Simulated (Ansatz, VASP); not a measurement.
Li3SiN2 in VASP and in Ansatz

INCAR

```
PREC = Accurate
ENCUT = 600
EDIFF = 1E-6
ISMEAR = 0
SIGMA = 0.1
LREAL = False
LASPH = True
NELM = 150
ALGO = Normal
ISIF = 3
LWAVE = False
LCHARG = False
ISPIN = 2
MAGMOM = 0 0 0 0 1 1
LORBIT = 11
GGA = PE
IBRION = 2
NSW = 90
EDIFFG = -0.04
```

Contents of KPOINTS:

```
regular mesh
0
Gamma
  6 6 2
```

POSCAR

```
Li3SiN2
1.0
    2.7986203700      0.0000000000      0.0000000000
    0.0000000000      2.7986203700      0.0000000000
    0.0000000000      0.0000000000      8.4732018400
Li Si N
3 1 2
Direct
    0.0000000000      0.0000000000      0.8390681100
    0.0000000000      0.0000000000      0.1609318900
    0.0000000000      0.0000000000      0.5000000000
    0.5000000000      0.5000000000      0.0000000000
    0.5000000000      0.5000000000      0.3248246900
    0.5000000000      0.5000000000      0.6751753100
```

Input for Ansatz:

```yaml
crystal:
  lattice:
    - [2.79862037, 0.0, 0.0]
    - [0.0, 2.79862037, 0.0]
    - [0.0, 0.0, 8.47320184]
  atoms:
    - { symbol: Li, position: [0.0, 0.0, 0.83906811] }
    - { symbol: Li, position: [0.0, 0.0, 0.16093189] }
    - { symbol: Li, position: [0.0, 0.0, 0.5] }
    - { symbol: Si, position: [0.5, 0.5, 0.0] }
    - { symbol: "N", position: [0.5, 0.5, 0.32482469], spin: 1.0 }
    - { symbol: "N", position: [0.5, 0.5, 0.67517531], spin: 1.0 }
basis:
  ecutwfc: 420
kpoints:
  mp_grid: { grid: [6, 6, 2] }
hamiltonian:
  xc: pbe
scf:
  occupations: { method: gaussian, width: 0.1 }
  lower_state_search: "off"
output:
  forces: true
  stress: true
  eigenvalues: true
  populations: true
magnetization:
  spin_polarized: true
relax:
  adjacent_minimum: "off"
  f_tol: 0.04
  max_steps: 70
  cell: { stress_tol: 0.4 }
```

Change from the starting cell: species swapped into the Li3Tl2Cd type (P4/mmm, No. 123).

Alike in both runs: task relaxation of cell and atoms; functional PBE; k mesh 6 × 6 × 2; occupations gaussian, width 0.1 eV; collinear spin.

|  | VASP | Ansatz |
| --- | --- | --- |
| version | VASP 6.6.1 | Ansatz 0.2.0 |
| potentials or method | VASP PAW PBE potentials, release 64 (Li_sv, Si, N), cutoff 600 eV | scalar-relativistic, plane waves, PAW |
| valence electrons in the cell | 23 | 23 |

Ansatz gave:

| Item | Value |
| --- | --- |
| gap on the k mesh at the Fermi level, each at its own relaxed structure (eV) | none |
| net moment per atom (μB) | 0.00 |
| relaxed volume (Å³/atom) | 11.15 |
| relaxed cell length with the largest relative difference (Å) | 7.122 |

**Question.** Estimate VASP's values.

**Answer.** gap on the k mesh at the Fermi level, each at its own relaxed structure (eV): none; net moment per atom (μB): 0.00; relaxed volume (Å³/atom): 11.10; relaxed cell length with the largest relative difference (Å): 7.100.

A gap of «none» marks a metal or a gap that the smearing closes. Ansatz's warnings: seeded moment not kept.

The k mesh is coarse, so the values compare programs but aren't converged. Noted on VASP's run: the cutoff is short for stress, so the pressure is rough.
